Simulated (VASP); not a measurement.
# Mg5Sn (P-62m) in VASP: a series of runs, part 2 of 2

VASP 6.6.1. The steps go on from the part before.

### 4 Single point, LDA

INCAR

```
SYSTEM = Mg5Sn
PREC     = Accurate       ! precision mode
ENCUT    = 520            ! plane-wave cutoff, eV
EDIFF    = 1E-7           ! SCF threshold, eV
ISMEAR   = 1              ! smearing method
SIGMA    = 0.2            ! smearing width, eV
LREAL    = .FALSE.        ! projectors in reciprocal space
LASPH    = .TRUE.         ! aspherical terms in the spheres
NELM     = 60             ! most SCF steps
ALGO     = Normal         ! electronic algorithm
ISIF     = 2              ! what is computed and relaxed
LWAVE    = .FALSE.        ! write WAVECAR
LCHARG   = .TRUE.         ! write CHGCAR
LELF     = .TRUE.         ! ELF
LVHAR    = .TRUE.       
NBANDS   = 21             ! bands
```

KPOINTS

```
Automatic mesh
0
G
  5 5 5
  0 0 0
```

POSCAR

```
Mg5Sn
1.0
    5.5939667200      0.0000000000      0.0000000000
   -2.7969833600      4.8445172900      0.0000000000
    0.0000000000      0.0000000000      5.0300902100
Mg Sn
5 1
Direct
    0.0000000000      0.3345335600      0.0000000000
    0.6654664400      0.6654664400      0.0000000000
    0.3345335600      0.0000000000      0.0000000000
    0.6666666700      0.3333333300      0.5000000000
    0.3333333300      0.6666666700      0.5000000000
    0.0000000000      0.0000000000      0.5000000000
```

Potentials or basis: VASP PAW LDA potentials, release 64 (Mg, Sn_d).

Run with:

```
> cat potpaw_LDA.64/Mg/POTCAR potpaw_LDA.64/Sn_d/POTCAR > POTCAR
> mpirun -np 1 vasp_std > vasp.out
```

OUTCAR:

```text
SYSTEM = Mg5Sn
   PREC = Accurate
   ENCUT = 520
   EDIFF = 1E-7
   ISMEAR = 1
   LREAL = .FALSE.
   LASPH = .TRUE.
   NELM = 60
   ISIF = 2

 ion  position               nearest neighbor table
   1  0.000  0.335  0.000-   4 3.13   4 3.13   5 3.13   5 3.13   6 3.13   6 3.13   2 3.22   2 3.22
                             3 3.22   3 3.22   3 3.24   2 3.24
   2  0.665  0.665  0.000-   5 3.13   5 3.13   4 3.13   4 3.13   6 3.13   6 3.13   1 3.22   1 3.22
                             3 3.22   3 3.22   3 3.24   1 3.24
   3  0.335  0.000  0.000-   5 3.13   5 3.13   4 3.13   4 3.13   6 3.13   6 3.13   1 3.22   2 3.22
                             2 3.22   1 3.22   1 3.24   2 3.24
   4  0.667  0.333  0.500-   1 3.13   1 3.13   3 3.13   3 3.13   2 3.13   2 3.13   6 3.23   5 3.23
                             5 3.23   6 3.23   6 3.23   5 3.23
   5  0.333  0.667  0.500-   3 3.13   3 3.13   1 3.13   1 3.13   2 3.13   2 3.13   6 3.23   4 3.23
                             4 3.23   6 3.23   6 3.23   4 3.23
   6  0.000  0.000  0.500-   3 3.13   3 3.13   1 3.13   1 3.13   2 3.13   2 3.13   5 3.23   4 3.23
                             4 3.23   5 3.23   4 3.23   5 3.23

  LATTYP: Found a hexagonal cell.
 ALAT       =     5.5939667200
 C/A-ratio  =     0.8991991661

  Lattice vectors:
[... 182 lines left out ...]
 fundamental gap:      0.1053772676
 Fermi energy:         3.8339978749

 k-point     1 :       0.0000    0.0000    0.0000
  band No.  band energies     occupation
      1     -17.3680      2.00000
      2     -17.3680      2.00000
      3     -17.3626      2.00000
      4     -17.3622      2.00000
      5     -17.3622      2.00000
      6      -4.9934      2.00000
[... 349 lines left out ...]
     20       9.5338      0.00000
     21       9.9463      0.00000

------------------------ aborting loop because EDIFF is reached ----------------------------------------

  FORCE on cell =-STRESS in cart. coord.  units (eV):
  Direction    XX          YY          ZZ          XY          YZ          ZX
  --------------------------------------------------------------------------------------
  -------------------------------------------------------------------------------------
  Total       -1.6558678     -1.6558678     -1.5833313     -0.0000000      0.0000000     -0.0000000
  in kB      -19.4621172    -19.4621172    -18.6095652     -0.0000000      0.0000000     -0.0000000
  external PRESSURE =     -19.1779332 kB  Pullay stress =       0.0000000 kB

 VOLUME and BASIS-vectors are now :
 -----------------------------------------------------------------------------
  energy-cutoff  :      520.00
  volume of cell :      136.32
      direct lattice vectors                 reciprocal lattice vectors
     5.593966720  0.000000000  0.000000000     0.178764024  0.103209457  0.000000000
    -2.796983360  4.844517290  0.000000000     0.000000000  0.206418914  0.000000000
     0.000000000  0.000000000  5.030090210     0.000000000  0.000000000  0.198803592

 POSITION                                       TOTAL-FORCE (eV/Angst)
 -----------------------------------------------------------------------------------
     -0.93568      1.62065      0.00000         0.020020     -0.034675      0.000000
      1.86130      3.22386      0.00000         0.020020      0.034675      0.000000
      1.87137      0.00000      0.00000        -0.040040      0.000000     -0.000000
      2.79698      1.61484      2.51505         0.000000      0.000000      0.000000
     -0.00000      3.22968      2.51505        -0.000000      0.000000      0.000000
      0.00000      0.00000      2.51505        -0.000000      0.000000      0.000000
 -----------------------------------------------------------------------------------
    total drift:                               -0.000000     -0.000000     -0.000000

  FREE ENERGIE OF THE ION-ELECTRON SYSTEM (eV)
  ---------------------------------------------------
  free  energy   TOTEN  =       -14.0296081273 eV

  energy  without entropy=      -14.0236376061  energy(sigma->0) =      -14.02761795
```

stdout:

```text
POSCAR found type information on POSCAR MgSn
 POSCAR found :  2 types and       6 ions
 scaLAPACK will be used
 LDA part: xc-table for (Slater(with rela. corr.)+CA(PZ))
 , standard interpolation
 POSCAR, INCAR and KPOINTS ok, starting setup
 FFT: planning ... GRIDC
 FFT: planning ... GRID_SOFT
 FFT: planning ... GRID
 WAVECAR not read
 entering main loop
```

Wall time 32 s (1 thread of Intel Xeon Platinum 8488C (Sapphire Rapids), shared host); peak memory 0.22 GiB.

Results:

```yaml
Free_energy: -14.0296 eV
Pressure: -1.9 GPa
Largest_force: 0.040 eV/Å
Band_gap_on_the_k_mesh: zero (band 12 reaches 4.40 eV, above the bottom of band 13 at 2.98 eV)
```

Forces on the atoms (eV/Å):
```
Mg   0.020 -0.035  0.000
Mg   0.020  0.035  0.000
Mg  -0.040  0.000  0.000
Mg   0.000  0.000  0.000
Mg   0.000  0.000  0.000
Sn   0.000  0.000  0.000
```

Levels at points of the mesh, in eV from the Fermi level:
| k point | band 9 | band 10 | band 11 | band 12 | band 13 | band 14 | band 15 | band 16 |
| --- | --- | --- | --- | --- | --- | --- | --- | --- |
| (0.00, 0.00, 0.00) | -2.21 | -2.21 | -0.97 | -0.91 | -0.86 | -0.86 | 2.33 | 3.76 |

Caveat: spin-orbit coupling is left out, which moves the levels of the heavy elements.

### 5 Single point, LDA

INCAR

```
SYSTEM = Mg5Sn
PREC = Accurate
ENCUT = 520
EDIFF = 1E-7
ISMEAR = 1
SIGMA = 0.1
LREAL = .False.
LASPH = .True.
NELM = 60
ALGO = Normal
ISIF = 2
LWAVE = .False.
LCHARG = .False.
NBANDS = 21
```

KPOINTS

```
Automatic mesh
0
Gamma
  5 5 5
  0 0 0
```

POSCAR is that of step 4.

Potentials or basis: VASP PAW LDA potentials, release 64 (Mg, Sn_d).

Run with:

```
> cat potpaw_LDA.64/Mg/POTCAR potpaw_LDA.64/Sn_d/POTCAR > POTCAR
> mpirun -np 1 vasp_std > vasp.out
```

OUTCAR:

```text
SYSTEM = Mg5Sn
   PREC = Accurate
   ENCUT = 520
   EDIFF = 1E-7
   ISMEAR = 1
   LREAL = .False.
   LASPH = .True.
   NELM = 60
   ISIF = 2

 ion  position               nearest neighbor table
   1  0.000  0.335  0.000-   4 3.13   4 3.13   5 3.13   5 3.13   6 3.13   6 3.13   2 3.22   2 3.22
                             3 3.22   3 3.22   3 3.24   2 3.24
   2  0.665  0.665  0.000-   5 3.13   5 3.13   4 3.13   4 3.13   6 3.13   6 3.13   1 3.22   1 3.22
                             3 3.22   3 3.22   3 3.24   1 3.24
   3  0.335  0.000  0.000-   5 3.13   5 3.13   4 3.13   4 3.13   6 3.13   6 3.13   1 3.22   2 3.22
[... 564 lines left out ...]
  Total       -1.5786725     -1.5786725     -1.6913162      0.0000000     -0.0000000      0.0000000
  in kB      -18.5548082    -18.5548082    -19.8787576      0.0000000     -0.0000000      0.0000000
  external PRESSURE =     -18.9961247 kB  Pullay stress =       0.0000000 kB

 VOLUME and BASIS-vectors are now :
 -----------------------------------------------------------------------------
  energy-cutoff  :      520.00
  volume of cell :      136.32
      direct lattice vectors                 reciprocal lattice vectors
     5.593966720  0.000000000  0.000000000     0.178764024  0.103209457  0.000000000
    -2.796983360  4.844517290  0.000000000     0.000000000  0.206418914  0.000000000
     0.000000000  0.000000000  5.030090210     0.000000000  0.000000000  0.198803592

 POSITION                                       TOTAL-FORCE (eV/Angst)
 -----------------------------------------------------------------------------------
     -0.93568      1.62065      0.00000         0.019374     -0.033557     -0.000000
      1.86130      3.22386      0.00000         0.019374      0.033557     -0.000000
      1.87137      0.00000      0.00000        -0.038749     -0.000000      0.000000
      2.79698      1.61484      2.51505         0.000000     -0.000000     -0.000000
     -0.00000      3.22968      2.51505         0.000000     -0.000000     -0.000000
      0.00000      0.00000      2.51505         0.000000     -0.000000     -0.000000
 -----------------------------------------------------------------------------------
    total drift:                               -0.000000     -0.000000     -0.000000

  FREE ENERGIE OF THE ION-ELECTRON SYSTEM (eV)
  ---------------------------------------------------
  free  energy   TOTEN  =       -14.0290457543 eV

  energy  without entropy=      -14.0313542791  energy(sigma->0) =      -14.02981526
```

OSZICAR:

```text
N       E                     dE             d eps       ncg     rms          rms(c)
DAV:   1     0.112536532439E+03    0.11254E+03   -0.10083E+04   635   0.105E+03
DAV:   2    -0.317952809834E+01   -0.11572E+03   -0.11123E+03   656   0.248E+02
DAV:   3    -0.139038425674E+02   -0.10724E+02   -0.10566E+02   759   0.720E+01
DAV:   4    -0.142197574731E+02   -0.31591E+00   -0.31551E+00   777   0.129E+01
DAV:   5    -0.142293038955E+02   -0.95464E-02   -0.95462E-02   763   0.231E+00    0.265E+00
DAV:   6    -0.140790061301E+02    0.15030E+00   -0.16878E-01   753   0.151E+00    0.141E+00
DAV:   7    -0.140343590717E+02    0.44647E-01   -0.10949E-01   705   0.160E+00    0.422E-01
DAV:   8    -0.140293645577E+02    0.49945E-02   -0.15298E-02   781   0.866E-01    0.136E-01
DAV:   9    -0.140290804154E+02    0.28414E-03   -0.16458E-03   793   0.330E-01    0.389E-02
DAV:  10    -0.140290491364E+02    0.31279E-04   -0.16616E-04   756   0.951E-02    0.203E-02
DAV:  11    -0.140290490121E+02    0.12422E-06   -0.92000E-06   731   0.179E-02    0.194E-02
DAV:  12    -0.140290484726E+02    0.53952E-06   -0.56511E-07   732   0.316E-03    0.601E-03
DAV:  13    -0.140290460656E+02    0.24070E-05   -0.45863E-06   767   0.188E-02    0.382E-03
DAV:  14    -0.140290457753E+02    0.29035E-06   -0.93529E-07   769   0.482E-03    0.267E-03
DAV:  15    -0.140290457543E+02    0.21016E-07   -0.26527E-08   375   0.889E-04
   1 F= -.14029046E+02 E0= -.14029815E+02  d E =0.230852E-02
```

Wall time 32 s (1 thread of Intel Xeon Platinum 8488C (Sapphire Rapids), shared host); peak memory 0.22 GiB.

Results:

```yaml
Free_energy: -14.0290 eV
Pressure: -1.9 GPa
Largest_force: 0.039 eV/Å
Band_gap_on_the_k_mesh: zero (band 12 reaches 4.40 eV, above the bottom of band 13 at 2.98 eV)
```

Forces on the atoms (eV/Å):
```
Mg   0.019 -0.034  0.000
Mg   0.019  0.034  0.000
Mg  -0.039  0.000  0.000
Mg   0.000  0.000  0.000
Mg   0.000  0.000  0.000
Sn   0.000  0.000  0.000
```

Stress tensor (GPa, compression positive):
```
-1.86  0.00  0.00
 0.00 -1.86  0.00
 0.00  0.00 -1.99
```

Caveat: spin-orbit coupling is left out, which moves the levels of the heavy elements.

### 6 Overview

```csv
smearing,gap on the mesh (eV),pressure (GPa),largest force (eV/Å)
methfessel-paxton 0.5 eV,none,-2.0,0.02
methfessel-paxton 0.3 eV,none,-2.0,0.03
methfessel-paxton 0.2 eV,none,-1.9,0.04
methfessel-paxton 0.1 eV,none,-1.9,0.04
```

Alike in all rows: task single point; level LDA; potentials or basis VASP PAW LDA potentials, release 64 (Mg, Sn_d); no spin polarisation; cell as given; k mesh 5 × 5 × 5; cutoff (eV) 520.

Every run on the cell as given and a fine mesh finds a metal.

Caveats: spin-orbit coupling is left out, which moves the levels of the heavy elements.

Absolute energies hang on the potentials; compare differences alone.
